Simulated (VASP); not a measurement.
YbAl3, 4 atoms in the cell. The structure is cubic, space group Pm-3m (No. 221). Conventional cell: a = 4.292 Å, b = 4.292 Å, c = 4.292 Å, α = 90.00°, β = 90.00°, γ = 90.00°. Yb (site symmetry m-3m) has 12 Al at 3.03 Å within 4.0 Å. Within 4.0 Å of Al (site symmetry 4/mmm) lie 4 Yb at 3.03 Å and 8 Al at 3.03 Å. 

```yaml
Program: VASP 6.6.1
Task: single point
Functional: LDA
Potentials_or_basis: VASP PAW PBE potentials, release 64 (Yb, Al)
Cutoff: 520 eV
k_mesh: 6 × 6 × 6
Occupations: methfessel-paxton, width 0.15 eV
Spin: no spin polarisation
Dipole_correction: no
Further_INCAR_settings: ALGO = Normal; EDIFF = 1e-07; NBANDS = 24
```

Potentials or basis: VASP PAW PBE potentials, release 64 (Yb, Al).

The run is started by

```bash
$ cat potpaw_PBE.64/Yb/POTCAR potpaw_PBE.64/Al/POTCAR > POTCAR
$ mpirun -np 1 vasp_std > vasp.out
```

Hardware: 1 thread of AMD EPYC 7R13, on a shared host.

Task: Estimate the wall time of this run.

Result: Run time: 2.5 min on 1 thread of AMD EPYC 7R13, on a shared host, peak memory 0.16 GiB. Counts: scf iterations 33, k points 20.
